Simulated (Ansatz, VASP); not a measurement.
# Ta in VASP and in Ansatz

```
Ta
1.0
     2.81737    0.00000    0.00000
    -0.93912    2.65624    0.00000
     0.00000    0.00000   25.20150
Ta
5
Direct
  0.00000 0.00000 0.32132
  0.50000 0.50000 0.40888
  0.00000 0.00000 0.50000
  0.50000 0.50000 0.59112
  0.00000 0.00000 0.67868
```

Alike in both runs: functional LDA; k mesh 15 × 15 × 1; occupations fermi-dirac, width 0.08 eV; no spin polarisation.

Ansatz relaxed the structure, and its values are those at the end. VASP's run is a single point on that final structure, the one shown.

```csv
,VASP,Ansatz
version,VASP 6.6.1,Ansatz 0.2.0
potentials or method,"VASP PAW LDA potentials, release 64 (Ta_pv)","PAW with Ansatz's default frozen-core files, scalar-relativistic"
plane-wave cutoff (eV),520,420
valence electrons in the cell,55,65
```

```csv
,VASP,Ansatz,Ansatz less VASP
rms of the force components (eV/Å),0.017,0.000,-0.0172
```

LDA's correlation is that of Perdew and Zunger in VASP and of Perdew and Wang (1992) in Ansatz. VASP's potentials hold 55 valence electrons a cell and Ansatz's 65, so a difference there can come from the potentials and not from the codes. Ansatz's warnings: stress scf threshold loose.

Spin-orbit coupling is off throughout.
